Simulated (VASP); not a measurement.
# K (Im-3m) in VASP: further runs

Runs on K. Level: LDA. Tasks: single point.

Everything below comes from runs of VASP 6.6.1. Logs are shortened: lines on timing, memory, paths and dates and some standing lists are left out, and cuts for length are marked.

## Step 1: The cell of the first run

It takes space group Im-3m (No. 229, cubic). Conventional cell: a = 5.044 Å, b = 5.044 Å, c = 5.044 Å, α = 90.00°, β = 90.00°, γ = 90.00°. K (site symmetry m-3m) has 14 K at 4.37 to 5.04 Å within 5.7 Å.

## Step 2: Single point, LDA

INCAR

```
SYSTEM = K
PREC = Accurate
ENCUT = 520
EDIFF = 1E-7
ISMEAR = 0
SIGMA = 0.05
LREAL = .FALSE.
LASPH = .TRUE.
NELM = 80
ALGO = Normal
ISIF = 2
LWAVE = .FALSE.
LCHARG = .FALSE.
GGA = CA
NBANDS = 10
```

KPOINTS

```
Automatic mesh
0
G
  7 7 7
  0 0 0
```

POSCAR

```
K
1.0
   -2.5219605086      2.5219605086      2.5219605086
    2.5219605086     -2.5219605086      2.5219605086
    2.5219605086      2.5219605086     -2.5219605086
K
1
Direct
    0.0000000000      0.0000000000      0.0000000000
```

Potentials or basis: VASP PAW LDA potentials, release 64 (K_sv).

Command:

```bash
cat potpaw_LDA.64/K_sv/POTCAR > POTCAR
mpirun -np 1 vasp_std > vasp.out
```

OUTCAR:

```text
SYSTEM = K
   PREC = Accurate
   ENCUT = 520
   EDIFF = 1E-7
   ISMEAR = 0
   LREAL = .FALSE.
   LASPH = .TRUE.
   NELM = 80
   ISIF = 2
   GGA = CA

 ion  position               nearest neighbor table
   1  0.000  0.000  0.000-

  LATTYP: Found a body centered cubic cell.
 ALAT       =     5.0439210172

  Lattice vectors:

 A1 = (  -2.5219605086,   2.5219605086,   2.5219605086)
 A2 = (   2.5219605086,  -2.5219605086,   2.5219605086)
 A3 = (   2.5219605086,   2.5219605086,  -2.5219605086)

Analysis of symmetry for initial positions (statically):
=====================================================================
 Subroutine PRICEL returns:
 Original cell was already a primitive cell.

 Routine SETGRP: Setting up the symmetry group for a
 body centered cubic supercell.

 Subroutine GETGRP returns: Found 48 space group operations
 (whereof 48 operations were pure point group operations)
 out of a pool of 48 trial point group operations.

The static configuration has the point symmetry O_h .

Analysis of symmetry for dynamics (positions and initial velocities):
=====================================================================
 Subroutine PRICEL returns:
 Original cell was already a primitive cell.

 Routine SETGRP: Setting up the symmetry group for a
 body centered cubic supercell.

 Subroutine GETGRP returns: Found 48 space group operations
 (whereof 48 operations were pure point group operations)
 out of a pool of 48 trial point group operations.

The dynamic configuration has the point symmetry O_h .

 Subroutine INISYM returns: Found 48 space group operations
 (whereof 48 operations are pure point group operations),
 and found     1 'primitive' translations

----------------------------------------------------------------------------------------

                                     Primitive cell

  volume of cell :      64.1615

  direct lattice vectors                    reciprocal lattice vectors
    -2.521960509  2.521960509  2.521960509     0.000000000  0.198258457  0.198258457
     2.521960509 -2.521960509  2.521960509     0.198258457  0.000000000  0.198258457
     2.521960509  2.521960509 -2.521960509     0.198258457  0.198258457  0.000000000

  length of vectors
     4.368163736  4.368163736  4.368163736     0.280379799  0.280379799  0.280379799

  position of ions in fractional coordinates (direct lattice)
     0.000000000  0.000000000  0.000000000

  ion indices of the primitive-cell ions
   primitive index   ion index
                 1           1

----------------------------------------------------------------------------------------

 KPOINTS: Automatic mesh

Automatic generation of k-mesh.
 Grid dimensions read from file:
 generate k-points for:    7    7    7

 Generating k-lattice:

  Cartesian coordinates                     Fractional coordinates (reciprocal lattice)
     0.000000000  0.028322637  0.028322637     0.142857143  0.000000000  0.000000000
     0.028322637  0.000000000  0.028322637     0.000000000  0.142857143  0.000000000
     0.028322637  0.028322637  0.000000000     0.000000000  0.000000000  0.142857143

  Length of vectors
     0.040054257  0.040054257  0.040054257

  Shift w.r.t. Gamma in fractional coordinates (k-lattice)
     0.000000000  0.000000000  0.000000000

 Subroutine IBZKPT returns following result:
 ===========================================

 Found     20 irreducible k-points:

 Following reciprocal coordinates:
            Coordinates               Weight
  0.000000  0.000000  0.000000      1.000000
  0.142857  0.000000  0.000000     12.000000
  0.285714  0.000000  0.000000     12.000000
  0.428571  0.000000  0.000000     12.000000
  0.142857  0.142857  0.000000     24.000000
  0.285714  0.142857  0.000000     48.000000
[... 12 lines left out ...]
 -0.428571 -0.428571  0.285714      8.000000
 -0.428571  0.428571  0.428571      6.000000
   k-points           NKPTS =     20   k-points in BZ     NKDIM =     20   number of bands    NBANDS=     10
   number of dos      NEDOS =    301   number of ions     NIONS =      1
   total plane-waves  NPLWV =  32768
   dimension x,y,z NGX =    32 NGY =   32 NGZ =   32
   dimension x,y,z NGXF=    64 NGYF=   64 NGZF=   64
   ions per type =               1
   NGX,Y,Z   is equivalent  to a cutoff of  12.18, 12.18, 12.18 a.u.
   NGXF,Y,Z  is equivalent  to a cutoff of  24.36, 24.36, 24.36 a.u.
 SYSTEM =  K
   PREC   = accura    normal or accurate (medium, high low for compatibility)
   ISTART =      0    job   : 0-new  1-cont  2-samecut
   ICHARG =      2    charge: 1-file 2-atom 10-const
   ISPIN  =      1    spin polarized calculation?
   LNONCOLLINEAR =      F non collinear calculations
   LSORBIT =      F    spin-orbit coupling
   LASPH  =      T    aspherical Exc in radial PAW
   ENCUT  =  520.0 eV  38.22 Ry    6.18 a.u.   8.12  8.12  8.12*2*pi/ulx,y,z
   NELM   =     80;   NELMIN=  2; NELMDL= -5     # of ELM steps
   EDIFF  = 0.1E-06   stopping-criterion for ELM
   LREAL  =      F    real-space projection
   EDIFFG = 0.1E-05   stopping-criterion for IOM
   NSW    =      0    number of steps for IOM
   IBRION =     -1    ionic relax: 0-MD 1-quasi-New 2-CG
   NFREE  =      0    steps in history (QN), initial steepest desc. (CG)
   ISIF   =      2    stress and relaxation
   ISYM   =      2    0-nonsym 1-usesym 2-fastsym
   POTIM  = 0.5000    time-step for ionic-motion
   TEBEG  =    0.0;   TEEND  =   0.0 temperature during run
   PSTRESS=    0.0 pullay stress
   NELECT =       9.0000    total number of electrons
   NUPDOWN=      -1.0000    fix difference up-down
   EMIN   =  10.00;   EMAX   =-10.00  energy-range for DOS
   EFERMI =   0.00;   METHOD = LEGACY
   ISMEAR =     0;   SIGMA  =   0.05  broadening in eV -4-tet -1-fermi 0-gaus
   EFERMI_NEDOS =   21; number of points for ismear=-14 and -15
   IALGO  =     38    algorithm
   IMIX   =      4    mixing-type and parameters
     AMIX     =   0.40;   BMIX     =  1.00
     AMIX_MAG =   1.60;   BMIX_MAG =  1.00
  volume/ion in A,a.u.               =      64.16       432.98
  Fermi-wavevector in a.u.,A,eV,Ry     =   0.850610  1.607421  9.844334  0.723538
  Thomas-Fermi vector in A             =   1.966615
   LORBIT       =      0    0 simple, 1 ext, 2 COOP (PROOUT), +10 PAW based schemes
   GGA     = CA    functional components
   LHFCALC =     F    Hartree Fock is set to
   AEXX    =    0.0000 exact exchange contribution
   IVDW    =     0    specifies the selected vdW correction
   LEPSILON=     F    determine dielectric tensor
   LRPA    =     F    only Hartree local field effects (RPA)
 non-spin polarized calculation
 Gauss-broadening in eV      SIGMA  =   0.05
  energy-cutoff  :      520.00
  volume of cell :       64.16
 maximum number of plane-waves:      1737
   NGX = 17   NGY = 17   NGZ = 17

 number of electron       8.9999998 magnetization

 Free energy of the ion-electron system (eV)
  ---------------------------------------------------
  ext. energy  EPLUGINS =         0.00000000
  ---------------------------------------------------
  free energy    TOTEN  =        -1.16709212 eV

  energy without entropy =       -1.16543476  energy(sigma->0) =       -1.16626344

 E-fermi :  -0.0479     XC(G=0):  -6.2325

 val. band max:       -0.0771004963   @ k =  -0.2857   0.4286   0.1429
 cond. band min:       0.1287619237   @ k =  -0.4286   0.4286   0.1429
 fundamental gap:      0.2058624200
 Fermi energy:        -0.0478723891

 k-point     1 :       0.0000    0.0000    0.0000
  band No.  band energies     occupation
      1     -31.7417      2.00000
      2     -15.4084      2.00000
      3     -15.4084      2.00000
      4     -15.4084      2.00000
      5      -2.3658      2.00000
      6       4.2817      0.00000
      7       4.2817      0.00000
      8       4.2817      0.00000
      9       5.3110      0.00000
     10       5.3110      0.00000

 k-point     2 :       0.1429    0.0000    0.0000
  band No.  band energies     occupation
      1     -31.7401      2.00000
      2     -15.4302      2.00000
      3     -15.4154      2.00000
      4     -15.4084      2.00000
      5      -2.0821      2.00000
      6       3.8630      0.00000
      7       3.9828      0.00000
      8       4.5215      0.00000
      9       5.0498      0.00000
     10       5.2747      0.00000

 k-point     3 :       0.2857    0.0000    0.0000
  band No.  band energies     occupation
      1     -31.7365      2.00000
      2     -15.4785      2.00000
      3     -15.4313      2.00000
      4     -15.4084      2.00000
      5      -1.2789      2.00000
      6       2.6552      0.00000
      7       3.4729      0.00000
      8       5.1486      0.00000
      9       5.2188      0.00000
     10       5.3430      0.00000

 k-point     4 :       0.4286    0.0000    0.0000
  band No.  band energies     occupation
      1     -31.7337      2.00000
      2     -15.5165      2.00000
      3     -15.4439      2.00000
      4     -15.4085      2.00000
      5      -0.1061      1.90015
      6       1.3238      0.00000
      7       3.1535      0.00000
      8       5.0679      0.00000
      9       5.6905      0.00000
     10       6.3048      0.00000

 k-point     5 :       0.1429    0.1429    0.0000
  band No.  band energies     occupation
      1     -31.7375      2.00000
      2     -15.4632      2.00000
      3     -15.4239      2.00000
      4     -15.4135      2.00000
      5      -1.5375      2.00000
      6       3.1663      0.00000
      7       3.4486      0.00000
      8       4.8976      0.00000
      9       4.9328      0.00000
     10       5.5552      0.00000

 k-point     6 :       0.2857    0.1429    0.0000
  band No.  band energies     occupation
      1     -31.7343      2.00000
      2     -15.4994      2.00000
      3     -15.4430      2.00000
      4     -15.4154      2.00000
      5      -0.5374      2.00000
      6       2.0537      0.00000
      7       2.9663      0.00000
      8       4.9560      0.00000
      9       5.4583      0.00000
     10       5.8006      0.00000
[... 131 lines left out ...]
 k-point    17 :      -0.2857    0.2857    0.2857
  band No.  band energies     occupation
      1     -31.7321      2.00000
      2     -15.4757      2.00000
      3     -15.4564      2.00000
      4     -15.4564      2.00000
      5      -0.3038      2.00000
      6       2.5400      0.00000
      7       3.5917      0.00000
      8       3.5917      0.00000
      9       4.8020      0.00000
     10       5.4646      0.00000

 k-point    18 :      -0.4286    0.4286    0.2857
  band No.  band energies     occupation
      1     -31.7297      2.00000
      2     -15.4978      2.00000
      3     -15.4703      2.00000
      4     -15.4587      2.00000
      5       0.7142      0.00000
      6       1.7552      0.00000
      7       3.3239      0.00000
      8       3.5476      0.00000
      9       4.6228      0.00000
     10       6.1990      0.00000

 k-point    19 :      -0.4286   -0.4286    0.2857
  band No.  band energies     occupation
      1     -31.7285      2.00000
      2     -15.4907      2.00000
      3     -15.4907      2.00000
      4     -15.4621      2.00000
      5       1.4453      0.00000
      6       1.4453      0.00000
      7       2.7031      0.00000
      8       4.2651      0.00000
      9       4.2651      0.00000
     10       6.1497      0.00000

 k-point    20 :      -0.4286    0.4286    0.4286
  band No.  band energies     occupation
      1     -31.7274      2.00000
      2     -15.4886      2.00000
      3     -15.4848      2.00000
      4     -15.4848      2.00000
      5       1.3410      0.00000
      6       1.6957      0.00000
      7       3.7397      0.00000
      8       3.7680      0.00000
      9       3.7680      0.00000
     10       6.3791      0.00000

------------------------ aborting loop because EDIFF is reached ----------------------------------------

  FORCE on cell =-STRESS in cart. coord.  units (eV):
  Direction    XX          YY          ZZ          XY          YZ          ZX
  --------------------------------------------------------------------------------------
  -------------------------------------------------------------------------------------
  Total       -0.0114951     -0.0114951     -0.0114951     -0.0000000      0.0000000     -0.0000000
  in kB       -0.2870433     -0.2870433     -0.2870433     -0.0000000      0.0000000     -0.0000000
  external PRESSURE =      -0.2870433 kB  Pullay stress =       0.0000000 kB

 VOLUME and BASIS-vectors are now :
 -----------------------------------------------------------------------------
  energy-cutoff  :      520.00
  volume of cell :       64.16
      direct lattice vectors                 reciprocal lattice vectors
    -2.521960509  2.521960509  2.521960509     0.000000000  0.198258457  0.198258457
     2.521960509 -2.521960509  2.521960509     0.198258457  0.000000000  0.198258457
     2.521960509  2.521960509 -2.521960509     0.198258457  0.198258457  0.000000000

 POSITION                                       TOTAL-FORCE (eV/Angst)
 -----------------------------------------------------------------------------------
      0.00000      0.00000      0.00000         0.000000      0.000000     -0.000000
 -----------------------------------------------------------------------------------
    total drift:                                0.000000      0.000000     -0.000000

  FREE ENERGIE OF THE ION-ELECTRON SYSTEM (eV)
  ---------------------------------------------------
  free  energy   TOTEN  =        -1.1670921183 eV

  energy  without entropy=       -1.1654347601  energy(sigma->0) =       -1.16626344
```

Run time: 5 s. Hardware: 1 thread of AMD EPYC 9R45 (Zen 5), shared host; peak memory 0.12 GiB.

What came out:

* Free energy: -1.1671 eV
* Pressure: 0.0 GPa
* Band gap on the k mesh: zero (an odd number of electrons rules out a gap without spin polarisation)

## Step 3: Single point, LDA

INCAR

```
PREC     = Accurate       # precision mode
ENCUT    = 520            # plane-wave cutoff, eV
EDIFF    = 1E-6           # SCF threshold, eV
ISMEAR   = 0              # smearing method
SIGMA    = 0.05           # smearing width, eV
LREAL    = False          # projectors in reciprocal space
LASPH    = True           # aspherical terms in the spheres
NELM     = 100            # most SCF steps
ALGO     = Normal         # electronic algorithm
ISIF     = 2              # what is computed and relaxed
LWAVE    = False          # write WAVECAR
LCHARG   = False          # write CHGCAR
NBANDS   = 10             # bands
```

KPOINTS

```
Automatic mesh
0
Gamma
  7 7 7
```

POSCAR is that of step 2.

Potentials or basis: VASP PAW LDA potentials, release 64 (K_sv).

Command:

```bash
cat potpaw_LDA.64/K_sv/POTCAR > POTCAR
mpirun -np 1 vasp_std > vasp.out
```

Wall time 5 s (1 thread of AMD EPYC 9R45 (Zen 5), shared host); peak memory 0.12 GiB.

It converged, with:

| Quantity | Value |
| --- | --- |
| Free energy | -1.1671 eV |
| Pressure | 0.0 GPa |
| Band gap on the k mesh | zero (an odd number of electrons rules out a gap without spin polarisation) |

Levels at points of the mesh, in eV from the Fermi level:
```tsv
k point	band 1	band 2	band 3	band 4	band 5	band 6	band 7	band 8	band 9	band 10
(0.00, 0.00, 0.00)	-31.69	-15.36	-15.36	-15.36	-2.32	4.33	4.33	4.33	5.36	5.36
```

The gap in the log of VASP goes by the Fermi energy; the results here count the filled bands.